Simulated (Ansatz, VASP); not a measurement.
## Two plane-wave programs on MgO

Contents of INCAR:

```
SYSTEM = MgO
PREC     = Accurate       ! precision mode
ENCUT    = 600            ! plane-wave cutoff, eV
EDIFF    = 1E-6           ! SCF threshold, eV
ISMEAR   = -1             ! smearing method
SIGMA    = 5E-4           ! smearing width, eV
LREAL    = .False.        ! projectors in reciprocal space
LASPH    = .True.         ! aspherical terms in the spheres
NELM     = 120            ! most SCF steps
ALGO     = Normal         ! electronic algorithm
ISIF     = 2              ! what is computed and relaxed
LWAVE    = .False.        ! write WAVECAR
LCHARG   = .False.        ! write CHGCAR
GGA      = PE             ! functional
NBANDS   = 11             ! bands
GGA_COMPAT= .False.
```

KPOINTS

```
regular mesh
0
Gamma
  9 9 9
  0 0 0
```

POSCAR

```
MgO
1.0
    0.0000000000      2.1130000000      2.1130000000
    2.1130000000      0.0000000000      2.1130000000
    2.1130000000      2.1130000000      0.0000000000
Mg O
1 1
Direct
    0.0000000000      0.0000000000      0.0000000000
    0.5000000000      0.5000000000      0.5000000000
```

Input for Ansatz:

```yaml
crystal:
  lattice:
    - [0.0, 2.113, 2.113]
    - [2.113, 0.0, 2.113]
    - [2.113, 2.113, 0.0]
  atoms:
    - { symbol: Mg, position: [0.0, 0.0, 0.0] }
    - { symbol: O, position: [0.5, 0.5, 0.5] }
hamiltonian:
  xc: pbe
  pseudopotentials: { kind: paw }
basis:
  ecutwfc: 420
kpoints:
  mp_grid: { grid: [9, 9, 9] }
scf:
  occupations: { method: fermi_dirac, width: 0.0005 }
  lower_state_search: "off"
  algorithm: density_mixing
  max_iter: 80
  mixing: {}
output:
  forces: true
  stress: true
```

Alike in both runs: task single point; functional PBE; k mesh 9 × 9 × 9; occupations fermi-dirac, width 0.0005 eV; no spin polarisation.

```csv
,VASP,Ansatz
version,VASP 6.6.1,Ansatz 0.2.0
potentials or method,"VASP PAW PBE potentials, release 64 (Mg, O), cutoff 600 eV","PAW, plane waves, scalar-relativistic"
valence electrons in the cell,8,16
```

```csv
,VASP,Ansatz,Ansatz less VASP
pressure (GPa),2.1,3.0,+0.98
```

VASP's potentials hold 8 valence electrons a cell and Ansatz's 16, so a difference there can come from the potentials and not from the codes.
